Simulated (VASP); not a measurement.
# BAs (F-43m) in VASP: notebook, part 2 of 2

VASP 6.6.1. The steps go on from the part before.

## Step 5: Single point, PBE, non-collinear spin, zero start, spin-orbit coupling

This run uses another cell than the first one, of 13.63 Å³/atom, 1.064 times its volume.

Input file INCAR:

```
ALGO = Normal ; EDIFF = 1E-6
ENCUT = 520 ; GGA = PE
GGA_COMPAT = False ; ISIF = 2
ISMEAR = -1 ; LASPH = True
LCHARG = True ; LORBIT = 11
LORBMOM = True ; LREAL = False
LSORBIT = True ; LVHAR = True
LWAVE = False ; MAGMOM = 0 0 0 0 0 0
NBANDS = 20 ; NELM = 150
PREC = Accurate ; SIGMA = 0.05
```

Input file KPOINTS:

```
k-points
0
Gamma
  10 10 10
```

Input file POSCAR:

```
BAs
1.0
    0.0000000000      2.3885000000      2.3885000000
    2.3885000000      0.0000000000      2.3885000000
    2.3885000000      2.3885000000      0.0000000000
As B
1 1
Direct
    0.7500000000      0.7500000000      0.7500000000
    0.0000000000      0.0000000000      0.0000000000
```

Potentials or basis: VASP PAW PBE potentials, release 64 (As, B).

On the command line:

```console
> cat potpaw_PBE.64/As/POTCAR potpaw_PBE.64/B/POTCAR > POTCAR
> mpirun -np 1 vasp_ncl > vasp.out
```

OUTCAR:

```text
EDIFF = 1E-6
   ENCUT = 520
   GGA = PE
   ISIF = 2
   ISMEAR = -1
   LASPH = True
   LORBIT = 11
   LREAL = False
   LSORBIT = True
   NELM = 150
   PREC = Accurate

 ion  position               nearest neighbor table
   1  0.750  0.750  0.750-   2 2.07   2 2.07   2 2.07   2 2.07
   2  0.000  0.000  0.000-   1 2.07   1 2.07   1 2.07   1 2.07

  LATTYP: Found a face centered cubic cell.
 ALAT       =     4.7770000000

  Lattice vectors:

 A1 = (   0.0000000000,   2.3885000000,   2.3885000000)
 A2 = (   2.3885000000,   0.0000000000,   2.3885000000)
 A3 = (   2.3885000000,   2.3885000000,   0.0000000000)

Analysis of symmetry for initial positions (statically):
=====================================================================
 Subroutine PRICEL returns:
 Original cell was already a primitive cell.

 Routine SETGRP: Setting up the symmetry group for a
 face centered cubic supercell.

 Subroutine GETGRP returns: Found 24 space group operations
 (whereof 24 operations were pure point group operations)
 out of a pool of 48 trial point group operations.

The static configuration has the point symmetry T_d .

Analysis of symmetry for dynamics (positions and initial velocities):
=====================================================================
 Subroutine PRICEL returns:
 Original cell was already a primitive cell.

 Routine SETGRP: Setting up the symmetry group for a
 face centered cubic supercell.

 Subroutine GETGRP returns: Found 24 space group operations
 (whereof 24 operations were pure point group operations)
 out of a pool of 48 trial point group operations.

The dynamic configuration has the point symmetry T_d .

Analysis of structural, dynamic, and magnetic symmetry:
=====================================================================
 Subroutine PRICEL returns:
 Original cell was already a primitive cell.

 Routine SETGRP: Setting up the symmetry group for a
 face centered cubic supercell.

 Subroutine GETGRP returns: Found 24 space group operations
 (whereof 24 operations were pure point group operations)
 out of a pool of 48 trial point group operations.

The overall configuration has the point symmetry T_d .

 Subroutine INISYM returns: Found 24 space group operations
 (whereof 24 operations are pure point group operations),
 and found     1 'primitive' translations

----------------------------------------------------------------------------------------

                                     Primitive cell

  volume of cell :      27.2525

  direct lattice vectors                    reciprocal lattice vectors
     0.000000000  2.388500000  2.388500000    -0.209336404  0.209336404  0.209336404
     2.388500000  0.000000000  2.388500000     0.209336404 -0.209336404  0.209336404
     2.388500000  2.388500000  0.000000000     0.209336404  0.209336404 -0.209336404

  length of vectors
     3.377849094  3.377849094  3.377849094     0.362581287  0.362581287  0.362581287

  position of ions in fractional coordinates (direct lattice)
[... 694 lines left out ...]

  FORCE on cell =-STRESS in cart. coord.  units (eV):
  Direction    XX          YY          ZZ          XY          YZ          ZX
  --------------------------------------------------------------------------------------
  -------------------------------------------------------------------------------------
  Total        0.5876478      0.5876478      0.5876478      0.0000000      0.0000000     -0.0000000
  in kB       34.5479247     34.5479247     34.5479247      0.0000000      0.0000000     -0.0000000
  external PRESSURE =      34.5479247 kB  Pullay stress =       0.0000000 kB

 VOLUME and BASIS-vectors are now :
 -----------------------------------------------------------------------------
  energy-cutoff  :      520.00
  volume of cell :       27.25
      direct lattice vectors                 reciprocal lattice vectors
     0.000000000  2.388500000  2.388500000    -0.209336404  0.209336404  0.209336404
     2.388500000  0.000000000  2.388500000     0.209336404 -0.209336404  0.209336404
     2.388500000  2.388500000  0.000000000     0.209336404  0.209336404 -0.209336404

 POSITION                                       TOTAL-FORCE (eV/Angst)
 -----------------------------------------------------------------------------------
      3.58275      3.58275      3.58275        -0.000000     -0.000000     -0.000000
      0.00000      0.00000      0.00000         0.000000      0.000000      0.000000
 -----------------------------------------------------------------------------------
    total drift:                                0.000000      0.000000      0.000000

  FREE ENERGIE OF THE ION-ELECTRON SYSTEM (eV)
  ---------------------------------------------------
  free  energy   TOTEN  =       -11.4169643137 eV

  energy  without entropy=      -11.4169641844  energy(sigma->0) =      -11.41696425

 orbital moment (x)

 # of ion     p       d       tot
 ----------------------------------------
  1         0.000  -0.000  -0.000
  2         0.000   0.000   0.000
 ----------------------------------------
            0.000  -0.000   0.000

 orbital moment (y)

 # of ion     p       d       tot
 ----------------------------------------
  1        -0.000  -0.000  -0.000
  2         0.000   0.000   0.000
 ----------------------------------------
           -0.000  -0.000  -0.000

 orbital moment (z)

 # of ion     p       d       tot
 ----------------------------------------
  1         0.000   0.000   0.000
  2         0.000   0.000   0.000
 ----------------------------------------
            0.000   0.000   0.000

 Spin-Orbit-Coupling matrix elements

 Ion:    1  E_soc:     -0.0212535
 l=   1
     0.0000000    -0.0035164    -0.0035164
    -0.0035164     0.0000000    -0.0035164
    -0.0035164    -0.0035164     0.0000000
 l=   2
     0.0000000    -0.0000130     0.0000000    -0.0000130    -0.0000128
    -0.0000130     0.0000000    -0.0000096    -0.0000130    -0.0000032
     0.0000000    -0.0000096     0.0000000    -0.0000096     0.0000000
    -0.0000130    -0.0000130    -0.0000096     0.0000000    -0.0000032
    -0.0000128    -0.0000032     0.0000000    -0.0000032     0.0000000
 l=   3
     0.0000000     0.0000000     0.0000000     0.0000000     0.0000000     0.0000000     0.0000000
     0.0000000     0.0000000     0.0000000     0.0000000     0.0000000     0.0000000     0.0000000
     0.0000000     0.0000000     0.0000000     0.0000000     0.0000000     0.0000000     0.0000000
     0.0000000     0.0000000     0.0000000     0.0000000     0.0000000     0.0000000     0.0000000
     0.0000000     0.0000000     0.0000000     0.0000000     0.0000000     0.0000000     0.0000000
     0.0000000     0.0000000     0.0000000     0.0000000     0.0000000     0.0000000     0.0000000
     0.0000000     0.0000000     0.0000000     0.0000000     0.0000000     0.0000000     0.0000000

 Ion:    2  E_soc:     -0.0000100
 l=   1
     0.0000000    -0.0000017    -0.0000017
    -0.0000017     0.0000000    -0.0000017
    -0.0000017    -0.0000017     0.0000000
 l=   2
     0.0000000     0.0000000     0.0000000     0.0000000     0.0000000
     0.0000000     0.0000000     0.0000000     0.0000000     0.0000000
     0.0000000     0.0000000     0.0000000     0.0000000     0.0000000
     0.0000000     0.0000000     0.0000000     0.0000000     0.0000000
     0.0000000     0.0000000     0.0000000     0.0000000     0.0000000
 l=   3
     0.0000000     0.0000000     0.0000000     0.0000000     0.0000000     0.0000000     0.0000000
     0.0000000     0.0000000     0.0000000     0.0000000     0.0000000     0.0000000     0.0000000
     0.0000000     0.0000000     0.0000000     0.0000000     0.0000000     0.0000000     0.0000000
     0.0000000     0.0000000     0.0000000     0.0000000     0.0000000     0.0000000     0.0000000
     0.0000000     0.0000000     0.0000000     0.0000000     0.0000000     0.0000000     0.0000000
     0.0000000     0.0000000     0.0000000     0.0000000     0.0000000     0.0000000     0.0000000
     0.0000000     0.0000000     0.0000000     0.0000000     0.0000000     0.0000000     0.0000000

 total charge

# of ion       s       p       d       tot
------------------------------------------
    1        1.172   1.663   0.089   2.924
    2        0.660   1.180   0.000   1.840
--------------------------------------------------
tot          1.832   2.843   0.089   4.764

 magnetization (x)

# of ion       s       p       d       tot
------------------------------------------
    1        0.000   0.000   0.000   0.000
    2       -0.000   0.000   0.000  -0.000
--------------------------------------------------
tot         -0.000   0.000   0.000  -0.000

 magnetization (y)

# of ion       s       p       d       tot
------------------------------------------
    1       -0.000   0.000   0.000   0.000
    2        0.000  -0.000   0.000  -0.000
--------------------------------------------------
tot         -0.000  -0.000   0.000  -0.000

 magnetization (z)

# of ion       s       p       d       tot
------------------------------------------
    1       -0.000  -0.000   0.000   0.000
    2        0.000  -0.000   0.000  -0.000
--------------------------------------------------
tot          0.000  -0.000   0.000  -0.000
```

Wall time 54 s (1 thread of Intel Xeon 6975P-C (Granite Rapids), shared host); peak memory 0.27 GiB.

What came out:

| Quantity | Value |
| --- | --- |
| Free energy | -11.4170 eV |
| Pressure | 3.5 GPa |
| Net moment | 0.00 μB per cell |
| Valence electrons inside the program's atomic spheres | As 2.92; B 1.84 |

Moments on the atoms (μB; x, y, z):
```
As  0.00 0.00 0.00
B   0.00 0.00 0.00
```

## Step 6: Single point, PBE

This run uses another cell than the first one, of 13.63 Å³/atom, 1.064 times its volume.

Input file INCAR:

```
SYSTEM = BAs
PREC = Accurate
ENCUT = 520
EDIFF = 1E-7
ISMEAR = -1
SIGMA = 0.05
LREAL = .False.
LASPH = .True.
NELM = 80
ALGO = Normal
ISIF = 2
LWAVE = .False.
LCHARG = .True.
GGA = PE
LELF = .True.
LVHAR = .True.
NBANDS = 11
```

Input file KPOINTS:

```
regular mesh
0
Gamma
  4 4 4
  0 0 0
```

POSCAR is that of step 5.

Potentials or basis: VASP PAW PBE potentials, release 64 (As, B).

On the command line:

```console
> cat potpaw_PBE.64/As/POTCAR potpaw_PBE.64/B/POTCAR > POTCAR
> mpirun -np 1 vasp_std > vasp.out
```

Run time: 11 s. Hardware: 1 thread of Intel Xeon 8259CL, shared host; peak memory 0.15 GiB.

The run converged. Its results:

| Quantity | Value |
| --- | --- |
| Free energy | -11.2278 eV |
| Pressure | 4.0 GPa |
| Band gap on the k mesh | 1.41 eV, indirect (least direct gap 3.26 eV) |

Levels at points of the mesh, in eV from the valence-band top:
```csv
k point,band 2,band 3,band 4,band 5,band 6,band 7
"(0.00, 0.00, 0.00)",0.00,0.00,0.00,3.26,3.26,3.26
"(0.50, 0.00, 0.00)",-8.80,-1.83,-1.83,2.69,4.76,4.76
"(0.50, 0.50, 0.00)",-8.54,-4.09,-4.09,1.41,1.43,11.36
```

Caveat: the k points lie up to 0.57 Å⁻¹ apart. A k mesh can miss the band edges.

## Step 7: The runs side by side

```csv
spin,cell,k mesh,pressure (GPa),moment (μB)
"non-collinear, zero start, SOC","a = 3.309 Å, angles 60.0°, 2 atoms",10 × 10 × 10,13.7,0.00
"non-collinear, zero start, SOC","a = 3.332 Å, angles 60.0°, 2 atoms",10 × 10 × 10,9.9,0.00
"non-collinear, zero start, SOC","a = 3.355 Å, angles 60.0°, 2 atoms",10 × 10 × 10,6.5,0.00
"non-collinear, zero start, SOC","a = 3.378 Å, angles 60.0°, 2 atoms",10 × 10 × 10,3.5,0.00
off,"a = 3.378 Å, angles 60.0°, 2 atoms",4 × 4 × 4,4.0,-
```

Alike in all rows: task single point; level PBE; potentials or basis VASP PAW PBE potentials, release 64 (As, B); cutoff (eV) 520; smearing fermi-dirac 0.05 eV.

Caveats: some runs use coarse meshes.

Absolute energies hang on the potentials; compare differences alone.
